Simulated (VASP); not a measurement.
**TiO2: single point with PBE+U**

The system is TiO2.

```
Ti O
1.0
     2.62524   -2.62531   -0.01959
     2.62524    2.62531   -0.01959
    -2.58963    0.00000    4.77522
Ti O
2 4
Direct
  0.12501 0.87499 0.25000
  0.87499 0.12501 0.75000
  0.31795 0.06798 0.63591
  0.68205 0.93202 0.36409
  0.93202 0.68205 0.86409
  0.06798 0.31795 0.13591
```

This cell differs from its parent crystal: atoms shifted along a free coordinate.

```
Program             : VASP 6.6.1
Task                : single point
Functional          : PBE
Potentials or basis : VASP PAW PBE potentials, release 64 (Ti_sv, O)
Cutoff              : 520 eV
k mesh              : 6 × 6 × 6
Occupations         : gaussian, width 0.05 eV
Spin                : no spin polarisation
Hubbard terms       : Ti d U = 4.0 eV
```

```yaml
Pressure: 36.9 GPa
Largest_force: 3.803 eV/Å
Band_gap_on_the_k_mesh: 2.96 eV (least direct gap 3.22 eV)
```

Forces on the atoms (eV/Å):
```
Ti   0.000  0.000  0.000
Ti   0.000  0.000  0.000
O    0.028  0.000  3.803
O   -0.028  0.000 -3.803
O   -0.028  0.000 -3.803
O    0.028  0.000  3.803
```

Stress tensor (GPa, compression positive):
```
24.15  0.00  0.29
 0.00 24.15  0.00
 0.29  0.00 62.51
```

Levels at points of the mesh, in eV from the valence-band top:
```
           k point  band 22  band 23  band 24  band 25  band 26  band 27
(0.00, 0.00, 0.00)    -0.58    -0.47    -0.47     2.96     3.80     5.23
(0.50, 0.00, 0.00)    -1.07    -0.82    -0.44     3.90     4.28     4.34
(0.50, 0.50, 0.00)    -1.88    -0.57    -0.57     3.95     3.95     4.46
(0.00, 0.00, 0.50)    -1.11     0.00     0.00     3.36     3.36     4.75
(0.50, 0.00, 0.50)    -1.07    -0.82    -0.44     3.90     4.28     4.34
(0.50, 0.50, 0.50)    -1.88    -0.57    -0.57     3.95     3.95     4.47
```

Eigenvalues of the final occupation matrices:
```tsv
site	spin	trace	eigenvalues
site 1 d	1	0.88	0.09 0.12 0.12 0.24 0.30
site 1 d	2	0.88	0.09 0.12 0.12 0.24 0.30
site 2 d	1	0.88	0.09 0.12 0.12 0.24 0.30
site 2 d	2	0.88	0.09 0.12 0.12 0.24 0.30
```

It took 2.6 min on 1 thread of Intel Xeon 6975P-C (shared host), peak memory 0.25 GiB.

Caveat: the cell differs from its parent crystal (atoms shifted along a free coordinate); the stress differs along the axes, from 24 to 63 GPa; forces of over 1 eV/Å act on the atoms, so gaps and moduli don't describe the material at rest. A k mesh can miss the band edges.
